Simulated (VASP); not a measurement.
# Ti (P6/mmm) in VASP: notebook

Runs on Ti. Level: LDA. Tasks: single point.

Program: VASP 6.6.1. These are calculated values, not measurements. Logs are shortened: lines on timing, memory, paths and dates and some standing lists are left out, and cuts for length are marked.

### Step 1. The cell of the first run

Symmetry: P6/mmm, No. 191, hexagonal system. The conventional cell has a = 4.600 Å, b = 4.600 Å, c = 2.820 Å, α = 90.00°, β = 90.00°, γ = 120.00°. Ti (site symmetry 6/mmm) has 14 Ti at 2.82 to 3.01 Å within 3.7 Å. Ti (site symmetry -6m2) has 11 Ti at 2.66 to 3.01 Å within 3.5 Å.

### Step 2. Single point, LDA

The input, INCAR:

```
SYSTEM = Ti
ALGO     = Normal         ! electronic algorithm
EDIFF    = 1E-6           ! SCF threshold, eV
ENCUT    = 520            ! plane-wave cutoff, eV
ISIF     = 2              ! what is computed and relaxed
ISMEAR   = 1              ! smearing method
LASPH    = .True.         ! aspherical terms in the spheres
LCHARG   = .False.        ! write CHGCAR
LREAL    = .False.        ! projectors in reciprocal space
LWAVE    = .False.        ! write WAVECAR
NBANDS   = 25             ! bands
NELM     = 80             ! most SCF steps
PREC     = Accurate       ! precision mode
SIGMA    = 0.05           ! smearing width, eV
```

The input, KPOINTS:

```
k-points
0
Gamma
  8 8 12
  0 0 0
```

The input, POSCAR:

```
Ti
1.0
    4.6000000000      0.0000000000      0.0000000000
   -2.3000000000      3.9837170000      0.0000000000
    0.0000000000      0.0000000000      2.8200000000
Ti
3
Direct
    0.0000000000      0.0000000000      0.0000000000
    0.3333333333      0.6666666667      0.5000000000
    0.6666666667      0.3333333333      0.5000000000
```

Potentials or basis: VASP PAW LDA potentials, release 64 (Ti_sv).

The run is started by

```sh
$ cat potpaw_LDA.64/Ti_sv/POTCAR > POTCAR
$ mpirun -np 1 vasp_std > vasp.out
```

OUTCAR:

```text
SYSTEM = Ti
   EDIFF = 1E-6
   ENCUT = 520
   ISIF = 2
   ISMEAR = 1
   LASPH = .True.
   LREAL = .False.
   NELM = 80
   PREC = Accurate

 ion  position               nearest neighbor table
   1  0.000  0.000  0.000-
   2  0.333  0.667  0.500-   3 2.66   3 2.66   3 2.66
   3  0.667  0.333  0.500-   2 2.66   2 2.66   2 2.66

  LATTYP: Found a hexagonal cell.
 ALAT       =     4.6000000000
 C/A-ratio  =     0.6130434783

  Lattice vectors:

 A1 = (   4.6000000000,   0.0000000000,   0.0000000000)
 A2 = (  -2.3000000000,   3.9837170000,   0.0000000000)
 A3 = (   0.0000000000,   0.0000000000,   2.8200000000)

Analysis of symmetry for initial positions (statically):
=====================================================================
 Subroutine PRICEL returns:
 Original cell was already a primitive cell.

 Routine SETGRP: Setting up the symmetry group for a
 hexagonal supercell.

 Subroutine GETGRP returns: Found 24 space group operations
 (whereof 24 operations were pure point group operations)
 out of a pool of 24 trial point group operations.

The static configuration has the point symmetry D_6h.

Analysis of symmetry for dynamics (positions and initial velocities):
=====================================================================
 Subroutine PRICEL returns:
 Original cell was already a primitive cell.

 Routine SETGRP: Setting up the symmetry group for a
 hexagonal supercell.

 Subroutine GETGRP returns: Found 24 space group operations
 (whereof 24 operations were pure point group operations)
 out of a pool of 24 trial point group operations.

The dynamic configuration has the point symmetry D_6h.

 Subroutine INISYM returns: Found 24 space group operations
 (whereof 24 operations are pure point group operations),
 and found     1 'primitive' translations

----------------------------------------------------------------------------------------

                                     Primitive cell

  volume of cell :      51.6768

  direct lattice vectors                    reciprocal lattice vectors
     4.600000000  0.000000000  0.000000000     0.217391304  0.125510924  0.000000000
    -2.300000000  3.983717000  0.000000000     0.000000000  0.251021847  0.000000000
     0.000000000  0.000000000  2.820000000     0.000000000  0.000000000  0.354609929

  length of vectors
     4.600000000  4.600000123  2.820000000     0.251021854  0.251021847  0.354609929

  position of ions in fractional coordinates (direct lattice)
     0.000000000  0.000000000  0.000000000
     0.333333333  0.666666667  0.500000000
     0.666666667  0.333333333  0.500000000

  ion indices of the primitive-cell ions
   primitive index   ion index
                 1           1
                 2           2
                 3           3

----------------------------------------------------------------------------------------

 KPOINTS: k-points

Automatic generation of k-mesh.
 Grid dimensions read from file:
 generate k-points for:    8    8   12

 Generating k-lattice:

  Cartesian coordinates                     Fractional coordinates (reciprocal lattice)
     0.027173913  0.015688865  0.000000000     0.125000000  0.000000000  0.000000000
     0.000000000  0.031377731  0.000000000     0.000000000  0.125000000  0.000000000
     0.000000000  0.000000000  0.029550827     0.000000000  0.000000000  0.083333333

  Length of vectors
     0.031377732  0.031377731  0.029550827

  Shift w.r.t. Gamma in fractional coordinates (k-lattice)
     0.000000000  0.000000000  0.000000000

 Subroutine IBZKPT returns following result:
 ===========================================

 Found     70 irreducible k-points:

 Following reciprocal coordinates:
            Coordinates               Weight
  0.000000  0.000000  0.000000      1.000000
  0.125000  0.000000  0.000000      6.000000
  0.250000  0.000000  0.000000      6.000000
  0.375000  0.000000  0.000000      6.000000
  0.500000  0.000000  0.000000      3.000000
  0.125000  0.125000  0.000000      6.000000
[... 16 lines left out ...]
  0.250000  0.000000  0.166667     12.000000
  0.375000  0.000000  0.166667     12.000000
 [... further k-points ...]
   k-points           NKPTS =     70   k-points in BZ     NKDIM =     70   number of bands    NBANDS=     25
   number of dos      NEDOS =    301   number of ions     NIONS =      3
   total plane-waves  NPLWV =  31104
   dimension x,y,z NGX =    36 NGY =   36 NGZ =   24
   dimension x,y,z NGXF=    72 NGYF=   72 NGZF=   48
   ions per type =               3
   NGX,Y,Z   is equivalent  to a cutoff of  13.01, 13.01, 14.15 a.u.
   NGXF,Y,Z  is equivalent  to a cutoff of  26.02, 26.02, 28.30 a.u.
 SYSTEM =  Ti
   PREC   = accura    normal or accurate (medium, high low for compatibility)
   ISTART =      0    job   : 0-new  1-cont  2-samecut
   ICHARG =      2    charge: 1-file 2-atom 10-const
   ISPIN  =      1    spin polarized calculation?
   LNONCOLLINEAR =      F non collinear calculations
   LSORBIT =      F    spin-orbit coupling
   LASPH  =      T    aspherical Exc in radial PAW
   ENCUT  =  520.0 eV  38.22 Ry    6.18 a.u.   8.55  8.55  5.24*2*pi/ulx,y,z
   NELM   =     80;   NELMIN=  2; NELMDL= -5     # of ELM steps
   EDIFF  = 0.1E-05   stopping-criterion for ELM
   LREAL  =      F    real-space projection
   EDIFFG = 0.1E-04   stopping-criterion for IOM
   NSW    =      0    number of steps for IOM
   IBRION =     -1    ionic relax: 0-MD 1-quasi-New 2-CG
   NFREE  =      0    steps in history (QN), initial steepest desc. (CG)
   ISIF   =      2    stress and relaxation
   ISYM   =      2    0-nonsym 1-usesym 2-fastsym
   POTIM  = 0.5000    time-step for ionic-motion
   TEBEG  =    0.0;   TEEND  =   0.0 temperature during run
   PSTRESS=    0.0 pullay stress
   NELECT =      36.0000    total number of electrons
   NUPDOWN=      -1.0000    fix difference up-down
   EMIN   =  10.00;   EMAX   =-10.00  energy-range for DOS
   EFERMI =   0.00;   METHOD = LEGACY
   ISMEAR =     1;   SIGMA  =   0.05  broadening in eV -4-tet -1-fermi 0-gaus
   EFERMI_NEDOS =   21; number of points for ismear=-14 and -15
   IALGO  =     38    algorithm
   IMIX   =      4    mixing-type and parameters
     AMIX     =   0.40;   BMIX     =  1.00
     AMIX_MAG =   1.60;   BMIX_MAG =  1.00
  volume/ion in A,a.u.               =      17.23       116.24
  Fermi-wavevector in a.u.,A,eV,Ry     =   1.451255  2.742475 28.655806  2.106142
  Thomas-Fermi vector in A             =   2.568774
   LORBIT       =      0    0 simple, 1 ext, 2 COOP (PROOUT), +10 PAW based schemes
   GGA     = CA    functional components
   LHFCALC =     F    Hartree Fock is set to
   AEXX    =    0.0000 exact exchange contribution
   IVDW    =     0    specifies the selected vdW correction
   LEPSILON=     F    determine dielectric tensor
   LRPA    =     F    only Hartree local field effects (RPA)
 non-spin polarized calculation
 Methfessel and Paxton  Order N= 1 SIGMA  =   0.05
  energy-cutoff  :      520.00
  volume of cell :       51.68
 maximum number of plane-waves:      1416
 NGX is ok and might be reduce to    36
   NGX = 17   NGY = 17   NGZ = 11

 number of electron      35.9999981 magnetization

 Free energy of the ion-electron system (eV)
  ---------------------------------------------------
  ext. energy  EPLUGINS =         0.00000000
  ---------------------------------------------------
  free energy    TOTEN  =       -25.58974357 eV

  energy without entropy =      -25.58974713  energy(sigma->0) =      -25.58974476

 E-fermi :   8.0630     XC(G=0): -11.8245

 val. band max:        8.0467438291   @ k =   0.3750   0.2500   0.2500
 cond. band min:       8.0634232740   @ k =   0.2500   0.1250   0.0000
 fundamental gap:      0.0166794449
 Fermi energy:         8.0630472514

 k-point     1 :       0.0000    0.0000    0.0000
  band No.  band energies     occupation
      1     -48.1490      2.00000
      2     -47.8728      2.00000
      3     -47.7092      2.00000
      4     -24.8495      2.00000
      5     -24.8495      2.00000
      6     -24.7166      2.00000
[... 17 lines left out ...]
     24       9.8819      0.00000
     25       9.9780      0.00000

 k-point     2 :       0.1250    0.0000    0.0000
  band No.  band energies     occupation
      1     -48.1470      2.00000
      2     -47.8690      2.00000
      3     -47.7153      2.00000
      4     -24.8868      2.00000
      5     -24.8752      2.00000
      6     -24.6786      2.00000
[... 17 lines left out ...]
     24       9.6527      0.00000
     25      10.2942      0.00000

 k-point     3 :       0.2500    0.0000    0.0000
  band No.  band energies     occupation
      1     -48.1424      2.00000
      2     -47.8573      2.00000
      3     -47.7321      2.00000
      4     -24.9442      2.00000
      5     -24.8850      2.00000
      6     -24.6193      2.00000
[... 17 lines left out ...]
     24       9.7715      0.00000
     25      10.6621      0.00000

 k-point     4 :       0.3750    0.0000    0.0000
  band No.  band energies     occupation
      1     -48.1380      2.00000
      2     -47.8398      2.00000
      3     -47.7545      2.00000
      4     -24.9856      2.00000
      5     -24.8528      2.00000
      6     -24.5759      2.00000
[... 17 lines left out ...]
     24      10.2494      0.00000
     25      10.5316      0.00000

 k-point     5 :       0.5000    0.0000    0.0000
  band No.  band energies     occupation
      1     -48.1363      2.00000
      2     -47.8284      2.00000
      3     -47.7679      2.00000
      4     -25.0004      2.00000
      5     -24.8221      2.00000
      6     -24.5915      2.00000
[... 17 lines left out ...]
     24      10.1013      0.00000
     25      10.6329      0.00000

 k-point     6 :       0.1250    0.1250    0.0000
  band No.  band energies     occupation
      1     -48.1438      2.00000
      2     -47.8611      2.00000
      3     -47.7268      2.00000
      4     -24.9086      2.00000
      5     -24.9082      2.00000
      6     -24.6441      2.00000
[... 17 lines left out ...]
     24       9.6613      0.00000
     25      10.6106      0.00000
[... 393 lines left out ...]
 k-point    21 :       0.0000    0.0000    0.1667
  band No.  band energies     occupation
      1     -48.1310      2.00000
      2     -47.8606      2.00000
      3     -47.6948      2.00000
      4     -24.8244      2.00000
      5     -24.8244      2.00000
      6     -24.7003      2.00000
[... 17 lines left out ...]
     24       9.7426      0.00000
     25      10.2810      0.00000

 k-point    22 :       0.1250    0.0000    0.1667
  band No.  band energies     occupation
      1     -48.1295      2.00000
      2     -47.8563      2.00000
      3     -47.7008      2.00000
      4     -24.8561      2.00000
      5     -24.8486      2.00000
      6     -24.6695      2.00000
[... 17 lines left out ...]
     24       9.5924      0.00000
     25      10.5165      0.00000

 k-point    23 :       0.2500    0.0000    0.1667
  band No.  band energies     occupation
      1     -48.1259      2.00000
      2     -47.8436      2.00000
      3     -47.7175      2.00000
      4     -24.9067      2.00000
      5     -24.8624      2.00000
      6     -24.6214      2.00000
[... 17 lines left out ...]
     24       9.7281      0.00000
     25      10.8599      0.00000

 k-point    24 :       0.3750    0.0000    0.1667
  band No.  band energies     occupation
      1     -48.1226      2.00000
      2     -47.8251      2.00000
      3     -47.7399      2.00000
      4     -24.9438      2.00000
      5     -24.8414      2.00000
      6     -24.6132      2.00000
[... 17 lines left out ...]
     24      10.1348      0.00000
     25      10.5088      0.00000

 [... further k-points ...]

------------------------ aborting loop because EDIFF is reached ----------------------------------------

  FORCE on cell =-STRESS in cart. coord.  units (eV):
  Direction    XX          YY          ZZ          XY          YZ          ZX
  --------------------------------------------------------------------------------------
  -------------------------------------------------------------------------------------
  Total       -3.1304773     -3.1304775     -2.5733129      0.0000000      0.0000000      0.0000000
  in kB      -97.0567441    -97.0567511    -79.7825211      0.0000000      0.0000000      0.0000000
  external PRESSURE =     -91.2986721 kB  Pullay stress =       0.0000000 kB

 VOLUME and BASIS-vectors are now :
 -----------------------------------------------------------------------------
  energy-cutoff  :      520.00
  volume of cell :       51.68
      direct lattice vectors                 reciprocal lattice vectors
     4.600000000  0.000000000  0.000000000     0.217391304  0.125510924  0.000000000
    -2.300000000  3.983717000  0.000000000     0.000000000  0.251021847  0.000000000
     0.000000000  0.000000000  2.820000000     0.000000000  0.000000000  0.354609929

 POSITION                                       TOTAL-FORCE (eV/Angst)
 -----------------------------------------------------------------------------------
      0.00000      0.00000      0.00000        -0.000000      0.000000     -0.000000
     -0.00000      2.65581      1.41000         0.000000     -0.000000      0.000000
      2.30000      1.32791      1.41000        -0.000000      0.000000     -0.000000
 -----------------------------------------------------------------------------------
    total drift:                                0.000000      0.000000     -0.000000

  FREE ENERGIE OF THE ION-ELECTRON SYSTEM (eV)
  ---------------------------------------------------
  free  energy   TOTEN  =       -25.5897435704 eV

  energy  without entropy=      -25.5897471328  energy(sigma->0) =      -25.58974476
```

Run time: 2.7 min. Hardware: 1 thread of AMD EPYC 7R43 (Zen 3), shared host; peak memory 0.16 GiB.

What came out:

- Free energy: -25.5897 eV
- Pressure: -9.1 GPa
- Band gap on the k mesh: zero (band 18 reaches 8.23 eV, above the bottom of band 19 at 7.94 eV)

(Part 1 of 2 ends here.)
